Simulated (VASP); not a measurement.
# Pb (R-3m) in VASP: a series of runs

Pb is run at these levels: PBEsol; tasks: single point.

Program: VASP 6.6.1. These are calculated values, not measurements. Logs are shortened: lines on timing, memory, paths and dates and some standing lists are left out, and cuts for length are marked.

## 1. The cell of the first run

It takes space group R-3m (No. 166, trigonal). Conventional cell: a = 2.772 Å, b = 2.772 Å, c = 13.581 Å, α = 90.00°, β = 90.00°, γ = 120.00°. Pb (site symmetry -3m) has 6 Pb at 2.77 Å within 3.7 Å.

## 2. Single point, PBEsol

The input, INCAR:

```
SYSTEM = Pb
ALGO = Fast
EDIFF = 1E-6
ENCUT = 520
GGA = PS
ISIF = 2
ISMEAR = 0
LASPH = .TRUE.
LCHARG = .TRUE.
LELF = .TRUE.
LREAL = .FALSE.
LVHAR = .TRUE.
LWAVE = .FALSE.
NBANDS = 13
NELM = 60
PREC = Accurate
SIGMA = 0.15
```

The input, KPOINTS:

```
k-points
0
G
  18 18 18
  0 0 0
```

The input, POSCAR:

```
Pb
1.0
    1.3068543727      3.2671359318      3.2671359318
    3.2671359318      1.3068543727      3.2671359318
    3.2671359318      3.2671359318      1.3068543727
Pb
1
Direct
    0.0000000000      0.0000000000      0.0000000000
```

Potentials or basis: VASP PAW PBE potentials, release 64 (Pb_d).

Launch:

```bash
> cat potpaw_PBE.64/Pb_d/POTCAR > POTCAR
> mpirun -np 1 vasp_std > vasp.out
```

OUTCAR:

```text
SYSTEM = Pb
   EDIFF = 1E-6
   ENCUT = 520
   GGA = PS
   ISIF = 2
   ISMEAR = 0
   LASPH = .TRUE.
   LREAL = .FALSE.
   NELM = 60
   PREC = Accurate

 ion  position               nearest neighbor table
   1  0.000  0.000  0.000-

  LATTYP: Found a trigonal (rhomboedric) cell.
 ALAT       =     4.8016895719
 COS(alpha) =     0.8333333333

  Lattice vectors:

 A1 = (   1.3068543727,   3.2671359318,   3.2671359318)
 A2 = (   3.2671359318,   1.3068543727,   3.2671359318)
 A3 = (   3.2671359318,   3.2671359318,   1.3068543727)

Analysis of symmetry for initial positions (statically):
=====================================================================
 Subroutine PRICEL returns:
 Original cell was already a primitive cell.

 Routine SETGRP: Setting up the symmetry group for a
 trigonal (rhombohedral) supercell.

 Subroutine GETGRP returns: Found 12 space group operations
 (whereof 12 operations were pure point group operations)
 out of a pool of 12 trial point group operations.

The static configuration has the point symmetry D_3d.

Analysis of symmetry for dynamics (positions and initial velocities):
=====================================================================
 Subroutine PRICEL returns:
 Original cell was already a primitive cell.

 Routine SETGRP: Setting up the symmetry group for a
 trigonal (rhombohedral) supercell.

 Subroutine GETGRP returns: Found 12 space group operations
 (whereof 12 operations were pure point group operations)
 out of a pool of 12 trial point group operations.

The dynamic configuration has the point symmetry D_3d.

 Subroutine INISYM returns: Found 12 space group operations
 (whereof 12 operations are pure point group operations),
 and found     1 'primitive' translations

----------------------------------------------------------------------------------------

                                     Primitive cell

  volume of cell :      30.1311

  direct lattice vectors                    reciprocal lattice vectors
     1.306854373  3.267135932  3.267135932    -0.297576300  0.212554500  0.212554500
     3.267135932  1.306854373  3.267135932     0.212554500 -0.297576300  0.212554500
     3.267135932  3.267135932  1.306854373     0.212554500  0.212554500 -0.297576300

  length of vectors
     4.801689572  4.801689572  4.801689572     0.422978114  0.422978114  0.422978114

  position of ions in fractional coordinates (direct lattice)
     0.000000000  0.000000000  0.000000000

  ion indices of the primitive-cell ions
   primitive index   ion index
                 1           1

----------------------------------------------------------------------------------------

 KPOINTS: k-points

Automatic generation of k-mesh.
 Grid dimensions read from file:
 generate k-points for:   18   18   18

 Generating k-lattice:

  Cartesian coordinates                     Fractional coordinates (reciprocal lattice)
    -0.016532017  0.011808583  0.011808583     0.055555556  0.000000000  0.000000000
     0.011808583 -0.016532017  0.011808583     0.000000000  0.055555556  0.000000000
     0.011808583  0.011808583 -0.016532017     0.000000000  0.000000000  0.055555556

  Length of vectors
     0.023498784  0.023498784  0.023498784

  Shift w.r.t. Gamma in fractional coordinates (k-lattice)
     0.000000000  0.000000000  0.000000000

 Subroutine IBZKPT returns following result:
 ===========================================

 Found    580 irreducible k-points:

 Following reciprocal coordinates:
            Coordinates               Weight
  0.000000  0.000000  0.000000      1.000000
  0.055556  0.000000  0.000000      6.000000
  0.111111  0.000000  0.000000      6.000000
  0.166667 -0.000000 -0.000000      6.000000
  0.222222 -0.000000 -0.000000      6.000000
  0.277778 -0.000000 -0.000000      6.000000
[... 16 lines left out ...]
 -0.277778  0.055556  0.000000     12.000000
 -0.222222  0.055556  0.000000     12.000000
 [... further k-points ...]
   k-points           NKPTS =    580   k-points in BZ     NKDIM =    580   number of bands    NBANDS=     13
   number of dos      NEDOS =    301   number of ions     NIONS =      1
   total plane-waves  NPLWV =  46656
   dimension x,y,z NGX =    36 NGY =   36 NGZ =   36
   dimension x,y,z NGXF=    72 NGYF=   72 NGZF=   72
   ions per type =               1
   NGX,Y,Z   is equivalent  to a cutoff of  12.46, 12.46, 12.46 a.u.
   NGXF,Y,Z  is equivalent  to a cutoff of  24.93, 24.93, 24.93 a.u.
 SYSTEM =  Pb
   PREC   = accura    normal or accurate (medium, high low for compatibility)
   ISTART =      0    job   : 0-new  1-cont  2-samecut
   ICHARG =      2    charge: 1-file 2-atom 10-const
   ISPIN  =      1    spin polarized calculation?
   LNONCOLLINEAR =      F non collinear calculations
   LSORBIT =      F    spin-orbit coupling
   LASPH  =      T    aspherical Exc in radial PAW
   ENCUT  =  520.0 eV  38.22 Ry    6.18 a.u.   8.93  8.93  8.93*2*pi/ulx,y,z
   NELM   =     60;   NELMIN=  2; NELMDL= -5     # of ELM steps
   EDIFF  = 0.1E-05   stopping-criterion for ELM
   LREAL  =      F    real-space projection
[... 7 lines left out ...]
   TEBEG  =    0.0;   TEEND  =   0.0 temperature during run
   PSTRESS=    0.0 pullay stress
   NELECT =      14.0000    total number of electrons
   NUPDOWN=      -1.0000    fix difference up-down
   EMIN   =  10.00;   EMAX   =-10.00  energy-range for DOS
   EFERMI =   0.00;   METHOD = LEGACY
   ISMEAR =     0;   SIGMA  =   0.15  broadening in eV -4-tet -1-fermi 0-gaus
   EFERMI_NEDOS =   21; number of points for ismear=-14 and -15
   IALGO  =     68    algorithm
   IMIX   =      4    mixing-type and parameters
     AMIX     =   0.40;   BMIX     =  1.00
     AMIX_MAG =   1.60;   BMIX_MAG =  1.00
  volume/ion in A,a.u.               =      30.13       203.33
  Fermi-wavevector in a.u.,A,eV,Ry     =   1.267980  2.396135 21.875082  1.607773
  Thomas-Fermi vector in A             =   2.401099
   LORBIT       =      0    0 simple, 1 ext, 2 COOP (PROOUT), +10 PAW based schemes
   GGA     = PS    functional components
   LHFCALC =     F    Hartree Fock is set to
   AEXX    =    0.0000 exact exchange contribution
   IVDW    =     0    specifies the selected vdW correction
   LEPSILON=     F    determine dielectric tensor
   LRPA    =     F    only Hartree local field effects (RPA)
 non-spin polarized calculation
 RMM-DIIS sequential band-by-band and
 Gauss-broadening in eV      SIGMA  =   0.15
  energy-cutoff  :      520.00
  volume of cell :       30.13
 maximum number of plane-waves:       824
   NGX = 17   NGY = 17   NGZ = 17

 number of electron      14.0000002 magnetization

 Free energy of the ion-electron system (eV)
  ---------------------------------------------------
  ext. energy  EPLUGINS =         0.00000000
  ---------------------------------------------------
  free energy    TOTEN  =        -2.27413870 eV

  energy without entropy =       -2.26722214  energy(sigma->0) =       -2.27068042

 E-fermi :   7.2479     XC(G=0):  -9.9032

 val. band max:        7.2472777283   @ k =  -0.2778  -0.2778   0.0556
 cond. band min:       7.2553886587   @ k =  -0.3889   0.5000   0.1667
 fundamental gap:      0.0081109304
 Fermi energy:         7.2479413388

 k-point     1 :       0.0000    0.0000    0.0000
  band No.  band energies     occupation
      1     -11.4377      2.00000
      2     -10.8725      2.00000
      3     -10.8725      2.00000
      4      -9.7854      2.00000
      5      -9.7854      2.00000
      6      -6.4522      2.00000
      7       4.4154      2.00000
      8       9.2846      0.00000
      9      18.5181      0.00000
     10      22.4218      0.00000
     11      22.4218      0.00000
     12      24.3534      0.00000
     13      26.3766      0.00000

 k-point     2 :       0.0556    0.0000    0.0000
  band No.  band energies     occupation
      1     -11.3902      2.00000
      2     -10.8870      2.00000
      3     -10.8314      2.00000
      4      -9.8189      2.00000
      5      -9.7919      2.00000
      6      -6.3819      2.00000
      7       4.5239      2.00000
      8       9.3692      0.00000
      9      18.4888      0.00000
     10      21.3793      0.00000
     11      21.9467      0.00000
     12      24.2698      0.00000
     13      25.4999      0.00000

 k-point     3 :       0.1111    0.0000    0.0000
  band No.  band energies     occupation
      1     -11.2785      2.00000
      2     -10.9056      2.00000
      3     -10.7116      2.00000
      4      -9.9134      2.00000
      5      -9.8104      2.00000
      6      -6.1632      2.00000
      7       4.8413      2.00000
      8       9.6246      0.00000
      9      17.8369      0.00000
     10      19.9343      0.00000
     11      20.8563      0.00000
     12      23.5941      0.00000
     13      24.2534      0.00000
[... 305 lines left out ...]
 k-point    23 :      -0.2778    0.0556    0.0000
  band No.  band energies     occupation
      1     -11.4471      2.00000
      2     -10.4667      2.00000
      3     -10.2761      2.00000
      4      -9.9423      2.00000
      5      -9.8499      2.00000
      6      -3.7802      2.00000
      7       7.4390      0.07167
      8       9.3364      0.00000
      9      11.7204      0.00000
     10      15.6194      0.00000
     11      17.4070      0.00000
     12      21.1113      0.00000
     13      21.5761      0.00000

 k-point    24 :      -0.2222    0.0556    0.0000
  band No.  band energies     occupation
      1     -11.3232      2.00000
      2     -10.5394      2.00000
      3     -10.3103      2.00000
      4     -10.0907      2.00000
      5      -9.9037      2.00000
      6      -4.7349      2.00000
      7       6.5892      2.00000
      8      10.8840      0.00000
      9      11.8761      0.00000
     10      16.5531      0.00000
     11      19.0696      0.00000
     12      21.3232      0.00000
     13      21.8565      0.00000

 [... further k-points ...]

------------------------ aborting loop because EDIFF is reached ----------------------------------------

  FORCE on cell =-STRESS in cart. coord.  units (eV):
  Direction    XX          YY          ZZ          XY          YZ          ZX
  --------------------------------------------------------------------------------------
  -------------------------------------------------------------------------------------
  Total        6.3162238      6.3162238      6.3162238     -3.3593865     -3.3593865     -3.3593865
  in kB      335.8557127    335.8557127    335.8557127   -178.6303287   -178.6303287   -178.6303287
  external PRESSURE =     335.8557127 kB  Pullay stress =       0.0000000 kB

 VOLUME and BASIS-vectors are now :
 -----------------------------------------------------------------------------
  energy-cutoff  :      520.00
  volume of cell :       30.13
      direct lattice vectors                 reciprocal lattice vectors
     1.306854373  3.267135932  3.267135932    -0.297576300  0.212554500  0.212554500
     3.267135932  1.306854373  3.267135932     0.212554500 -0.297576300  0.212554500
     3.267135932  3.267135932  1.306854373     0.212554500  0.212554500 -0.297576300

 POSITION                                       TOTAL-FORCE (eV/Angst)
 -----------------------------------------------------------------------------------
      0.00000      0.00000      0.00000         0.000000     -0.000000      0.000000
 -----------------------------------------------------------------------------------
    total drift:                               -0.000000     -0.000000     -0.000000

  FREE ENERGIE OF THE ION-ELECTRON SYSTEM (eV)
  ---------------------------------------------------
  free  energy   TOTEN  =        -2.2741387016 eV

  energy  without entropy=       -2.2672221437  energy(sigma->0) =       -2.27068042
```

Wall time 9.2 min (1 thread of Intel Xeon Platinum 8488C (Sapphire Rapids), shared host); peak memory 0.37 GiB.

Results:

```yaml
Free_energy: -2.2741 eV
Pressure: 33.6 GPa
Band_gap_on_the_k_mesh: zero (bands 7 and 8 overlap by 2.67 eV)
```

Stress tensor (GPa, compression positive):
```
 33.59 -17.86 -17.86
-17.86  33.59 -17.86
-17.86 -17.86  33.59
```

Levels at points of the mesh, in eV from the Fermi level:
| k point | band 3 | band 4 | band 5 | band 6 | band 7 | band 8 | band 9 | band 10 | band 11 | band 12 |
| --- | --- | --- | --- | --- | --- | --- | --- | --- | --- | --- |
| (0.00, 0.00, 0.00) | -18.12 | -17.03 | -17.03 | -13.70 | -2.83 | 2.04 | 11.27 | 15.17 | 15.17 | 17.11 |
| (0.50, 0.00, 0.00) | -17.24 | -17.02 | -16.60 | -6.10 | -5.49 | 2.42 | 6.32 | 7.30 | 8.32 | 10.98 |
| (0.50, 0.50, 0.00) | -17.24 | -17.01 | -16.60 | -5.98 | -5.40 | 1.46 | 5.02 | 7.10 | 10.75 | 13.22 |
| (0.50, 0.50, 0.50) | -18.12 | -17.03 | -17.03 | -13.47 | -4.89 | 7.86 | 10.84 | 11.23 | 14.96 | 14.96 |

Caveat: the cell stands under pressure; the PAW data sets were made with another functional, which shifts forces and pressure a little; spin-orbit coupling is left out, which moves the levels of the heavy elements.

[end of part 1 of 3]
